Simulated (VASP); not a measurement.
# Cu (I4/mmm) in VASP: a series of runs, part 2 of 2

VASP 6.6.1. The steps go on from the part before.

**4. Single point, PBEsol (strain +0.030 along x and y, +0.000 along z)**

The input, INCAR:

```
PREC     = Accurate       # precision mode
ENCUT    = 520            # plane-wave cutoff, eV
EDIFF    = 1E-7           # SCF threshold, eV
ISMEAR   = 0              # smearing method
SIGMA    = 0.15           # smearing width, eV
LREAL    = False          # projectors in reciprocal space
LASPH    = True           # aspherical terms in the spheres
NELM     = 60             # most SCF steps
ALGO     = Normal         # electronic algorithm
ISIF     = 2              # what is computed and relaxed
LWAVE    = False          # write WAVECAR
LCHARG   = False          # write CHGCAR
GGA      = PS             # functional
NBANDS   = 12             # bands
```

The input, KPOINTS:

```
Automatic mesh
0
Gamma
  22 22 22
```

The input, POSCAR:

```
Cu
1.0
    0.0000000000      1.8617250000      1.8075000000
    1.8617250000      0.0000000000      1.8075000000
    1.8617250000      1.8617250000      0.0000000000
Cu
1
Direct
    0.0000000000      0.0000000000      0.0000000000
```

Potentials or basis: VASP PAW PBE potentials, release 64 (Cu).

Started as:

```
cat potpaw_PBE.64/Cu/POTCAR > POTCAR
mpirun -np 1 vasp_std > vasp.out
```

OUTCAR:

```text
PREC = Accurate
   ENCUT = 520
   EDIFF = 1E-7
   ISMEAR = 0
   LREAL = False
   LASPH = True
   NELM = 60
   ISIF = 2
   GGA = PS

 ion  position               nearest neighbor table
   1  0.000  0.000  0.000-

  LATTYP: Found a body centered tetragonal cell.
 ALAT       =     2.6328767444
 C/A-ratio  =     1.3730228761

  Lattice vectors:

 A1 = (   0.0000000000,  -1.8617250000,  -1.8075000000)
 A2 = (   0.0000000000,   1.8617250000,  -1.8075000000)
 A3 = (   1.8617250000,   0.0000000000,   1.8075000000)

Analysis of symmetry for initial positions (statically):
=====================================================================
 Subroutine PRICEL returns:
 Original cell was already a primitive cell.

 Routine SETGRP: Setting up the symmetry group for a
 body centered tetragonal supercell.

 Subroutine GETGRP returns: Found 16 space group operations
 (whereof 16 operations were pure point group operations)
 out of a pool of 16 trial point group operations.

The static configuration has the point symmetry D_4h.

Analysis of symmetry for dynamics (positions and initial velocities):
=====================================================================
 Subroutine PRICEL returns:
 Original cell was already a primitive cell.

 Routine SETGRP: Setting up the symmetry group for a
 body centered tetragonal supercell.

 Subroutine GETGRP returns: Found 16 space group operations
 (whereof 16 operations were pure point group operations)
 out of a pool of 16 trial point group operations.

The dynamic configuration has the point symmetry D_4h.

 Subroutine INISYM returns: Found 16 space group operations
 (whereof 16 operations are pure point group operations),
 and found     1 'primitive' translations

----------------------------------------------------------------------------------------

[... 110 lines left out ...]
     AMIX_MAG =   1.60;   BMIX_MAG =  1.00
  volume/ion in A,a.u.               =      12.53        84.55
  Fermi-wavevector in a.u.,A,eV,Ry     =   1.567566  2.962271 33.433111  2.457264
  Thomas-Fermi vector in A             =   2.669727
   LORBIT       =      0    0 simple, 1 ext, 2 COOP (PROOUT), +10 PAW based schemes
   GGA     = PS    functional components
   LHFCALC =     F    Hartree Fock is set to
   AEXX    =    0.0000 exact exchange contribution
   IVDW    =     0    specifies the selected vdW correction
   LEPSILON=     F    determine dielectric tensor
   LRPA    =     F    only Hartree local field effects (RPA)
 non-spin polarized calculation
 Gauss-broadening in eV      SIGMA  =   0.15
  energy-cutoff  :      520.00
  volume of cell :       12.53
 maximum number of plane-waves:       350
   NGX =  9   NGY =  9   NGZ =  9

 number of electron      10.9999990 magnetization

 Free energy of the ion-electron system (eV)
  ---------------------------------------------------
  ext. energy  EPLUGINS =         0.00000000
  ---------------------------------------------------
  free energy    TOTEN  =        -4.26006548 eV

  energy without entropy =       -4.25713193  energy(sigma->0) =       -4.25859871

 E-fermi :   6.6743     XC(G=0): -12.5665

 val. band max:        6.6650732916   @ k =  -0.1364   0.3636   0.2273
 cond. band min:       6.6769370089   @ k =  -0.4545   0.0000   0.0909
 fundamental gap:      0.0118637173
 Fermi energy:         6.6742584884

 k-point     1 :       0.0000    0.0000    0.0000
  band No.  band energies     occupation
      1      -2.2535      2.00000
      2       3.8004      2.00000
      3       3.8004      2.00000
      4       3.9289      2.00000
      5       4.5341      2.00000
      6       4.6627      2.00000
      7      28.8153      0.00000
      8      30.9493      0.00000
      9      30.9493      0.00000
     10      31.0162      0.00000
     11      33.3784      0.00000
     12      33.4417      0.00000
[... 331 lines left out ...]
 k-point    24 :      -0.4545    0.0455    0.0000
  band No.  band energies     occupation
      1       1.9427      2.00000
      2       3.7744      2.00000
      3       3.8623      2.00000
      4       4.8345      2.00000
      5       5.1173      2.00000
      6       5.9627      2.00000
      7      10.4508      0.00000
      8      26.8663      0.00000
      9      27.1297      0.00000
     10      27.3070      0.00000
     11      30.9060      0.00000
     12      32.2834      0.00000

 [... further k-points ...]
[... 5 lines left out ...]
  --------------------------------------------------------------------------------------
  -------------------------------------------------------------------------------------
  Total       -1.0198275     -1.0198275     -0.9157435      0.0000000     -0.0000000     -0.0000000
  in kB     -130.4061117   -130.4061117   -117.0968055      0.0000000     -0.0000000     -0.0000000
  external PRESSURE =    -125.9696763 kB  Pullay stress =       0.0000000 kB

 VOLUME and BASIS-vectors are now :
 -----------------------------------------------------------------------------
  energy-cutoff  :      520.00
  volume of cell :       12.53
      direct lattice vectors                 reciprocal lattice vectors
     0.000000000  1.861725000  1.807500000    -0.268568129  0.268568129  0.276625173
     1.861725000  0.000000000  1.807500000     0.268568129 -0.268568129  0.276625173
     1.861725000  1.861725000  0.000000000     0.268568129  0.268568129 -0.276625173

 POSITION                                       TOTAL-FORCE (eV/Angst)
 -----------------------------------------------------------------------------------
      0.00000      0.00000      0.00000         0.000000      0.000000      0.000000
 -----------------------------------------------------------------------------------
    total drift:                               -0.000000     -0.000000     -0.000000

  FREE ENERGIE OF THE ION-ELECTRON SYSTEM (eV)
  ---------------------------------------------------
  free  energy   TOTEN  =        -4.2600654821 eV

  energy  without entropy=       -4.2571319308  energy(sigma->0) =       -4.25859871
```

stdout:

```text
POSCAR found type information on POSCAR Cu
 POSCAR found :  1 types and       1 ions
 scaLAPACK will be used
 -----------------------------------------------------------------------------
|                                                                             |
|                                                                             |
|     You enforced a specific xc type in the INCAR file but a different       |
|     I HOPE YOU KNOW WHAT YOU ARE DOING!                                     |
|                                                                             |
 -----------------------------------------------------------------------------

 LDA part: xc-table for (Slater+PW92), standard interpolation
 POSCAR, INCAR and KPOINTS ok, starting setup
 FFT: planning ... GRIDC
 FFT: planning ... GRID_SOFT
 FFT: planning ... GRID
 WAVECAR not read
 entering main loop
```

Run time: 45 s. Hardware: 1 thread of AMD EPYC 9R45 (Zen 5), shared host; peak memory 0.19 GiB.

What came out:

- Free energy: -4.2601 eV
- Pressure: -12.6 GPa

Stress tensor (GPa, compression positive):
```
-13.04   0.00   0.00
  0.00 -13.04   0.00
  0.00   0.00 -11.71
```

Levels at points of the mesh, in eV from the Fermi level:
| k point | band 4 | band 5 | band 6 | band 7 | band 8 | band 9 |
| --- | --- | --- | --- | --- | --- | --- |
| (0.00, 0.00, 0.00) | -2.75 | -2.14 | -2.01 | 22.14 | 24.28 | 24.28 |
| (0.50, 0.00, 0.00) | -1.58 | -1.53 | -0.85 | 3.47 | 20.37 | 20.67 |
| (0.50, 0.50, 0.00) | -1.42 | -1.42 | 1.93 | 7.22 | 12.16 | 12.16 |
| (0.50, 0.00, 0.50) | -1.47 | -1.39 | 1.32 | 6.46 | 12.80 | 12.87 |

Caveat: the cell differs from its parent crystal (strain +0.030 along x and y, +0.000 along z); the PAW data sets were made with another functional, which shifts forces and pressure a little.

**5. Single point, PBEsol (strain +0.015 along x and y, +0.030 along z)**

The input, INCAR:

```
PREC = Accurate
ENCUT = 520
EDIFF = 1E-6
ISMEAR = 0
SIGMA = 0.15
LREAL = F
LASPH = T
NELM = 60
ALGO = Fast
ISIF = 2
LWAVE = F
LCHARG = F
GGA = PS
NBANDS = 12
```

KPOINTS is that of step 4.

The input, POSCAR:

```
Cu
1.0
    0.0000000000      1.8346125000      1.8617250000
    1.8346125000      0.0000000000      1.8617250000
    1.8346125000      1.8346125000      0.0000000000
Cu
1
Direct
    0.0000000000      0.0000000000      0.0000000000
```

Started as:

```
cat potpaw_PBE.64/Cu/POTCAR > POTCAR
mpirun -np 1 vasp_std > vasp.out
```

It took 57 s on 1 thread of AMD EPYC 9R45 (Zen 5), shared host; peak memory 0.19 GiB.

Results (log left out):

| Property | Result |
| --- | --- |
| Free energy | -4.2606 eV |
| Pressure | -12.5 GPa |

Stress tensor (GPa, compression positive):
```
-12.27   0.00   0.00
  0.00 -12.27   0.00
  0.00   0.00 -13.02
```

Levels at points of the mesh, in eV from the Fermi level:
| k point | band 2 | band 3 | band 4 | band 5 | band 6 | band 7 | band 8 | band 9 | band 10 | band 11 |
| --- | --- | --- | --- | --- | --- | --- | --- | --- | --- | --- |
| (0.00, 0.00, 0.00) | -2.88 | -2.81 | -2.81 | -2.11 | -2.04 | 22.13 | 24.27 | 24.30 | 24.30 | 26.72 |
| (0.50, 0.00, 0.00) | -2.89 | -2.82 | -1.57 | -1.54 | -0.85 | 3.47 | 20.46 | 21.09 | 21.37 | 24.01 |
| (0.50, 0.50, 0.00) | -4.10 | -1.57 | -1.43 | -1.43 | 1.33 | 6.46 | 12.83 | 12.83 | 17.16 | 19.52 |
| (0.50, 0.00, 0.50) | -4.11 | -1.57 | -1.45 | -1.40 | 1.62 | 6.83 | 12.47 | 12.51 | 16.88 | 19.20 |

Caveat: the cell differs from its parent crystal (strain +0.015 along x and y, +0.030 along z); the PAW data sets were made with another functional, which shifts forces and pressure a little.

**6. Single point, PBEsol (strain +0.030 along x and y, +0.015 along z)**

The input, INCAR:

```
SYSTEM = Cu
PREC = Accurate ; ENCUT = 520
EDIFF = 1E-6 ; ISMEAR = 0
SIGMA = 0.15 ; LREAL = .False.
LASPH = .True. ; NELM = 80
ALGO = Fast ; ISIF = 2
LWAVE = .False. ; LCHARG = .False.
GGA = PS ; NBANDS = 12
```

The input, KPOINTS:

```
regular mesh
0
Gamma
  22 22 22
  0 0 0
```

The input, POSCAR:

```
Cu
1.0
    0.0000000000      1.8617250000      1.8346125000
    1.8617250000      0.0000000000      1.8346125000
    1.8617250000      1.8617250000      0.0000000000
Cu
1
Direct
    0.0000000000      0.0000000000      0.0000000000
```

Potentials or basis: VASP PAW PBE potentials, release 64 (Cu).

Started as:

```
cat potpaw_PBE.64/Cu/POTCAR > POTCAR
mpirun -np 1 vasp_std > vasp.out
```

Run time: 64 s. Hardware: 1 thread of AMD EPYC 9R45 (Zen 5), shared host; peak memory 0.2 GiB.

It converged, with:

- Free energy: -4.2453 eV
- Pressure: -13.9 GPa

Stress tensor (GPa, compression positive):
```
-14.13   0.00   0.00
  0.00 -14.13   0.00
  0.00   0.00 -13.47
```

Levels at points of the mesh, in eV from the Fermi level:
```tsv
k point	band 3	band 4	band 5	band 6	band 7	band 8	band 9	band 10
(0.00, 0.00, 0.00)	-2.81	-2.75	-2.08	-2.02	22.01	24.05	24.05	24.08
(0.50, 0.00, 0.00)	-2.78	-1.55	-1.53	-0.81	3.40	20.42	20.68	21.26
(0.50, 0.50, 0.00)	-1.56	-1.41	-1.41	1.73	6.86	12.27	12.27	16.65
(0.50, 0.00, 0.50)	-1.55	-1.44	-1.40	1.44	6.49	12.59	12.62	16.93
```

Caveat: the cell differs from its parent crystal (strain +0.030 along x and y, +0.015 along z); the PAW data sets were made with another functional, which shifts forces and pressure a little.

**7. The runs side by side**

```tsv
cell	gap on the mesh (eV)	pressure (GPa)
a = 2.538, b = 2.538, c = 2.595 Å, angles 59.3, 59.3, 61.5°, 1 atom	none	-5.6
a = 2.556, b = 2.556, c = 2.595 Å, angles 59.5, 59.5, 61.0°, 1 atom	none	-7.7
a = 2.595, b = 2.595, c = 2.633 Å, angles 59.5, 59.5, 61.0°, 1 atom	none	-12.6
a = 2.614, b = 2.614, c = 2.595 Å, angles 60.2, 60.2, 59.5°, 1 atom	none	-12.5
a = 2.614, b = 2.614, c = 2.633 Å, angles 59.8, 59.8, 60.5°, 1 atom	none	-13.9
```

Alike in all rows: task single point; level PBEsol; potentials or basis VASP PAW PBE potentials, release 64 (Cu); no spin polarisation; k mesh 22 × 22 × 22; cutoff (eV) 520; smearing gaussian 0.15 eV.

Caveats: the PAW data sets were made with another functional, which shifts forces and pressure a little.

Absolute energies hang on the potentials; compare differences alone.
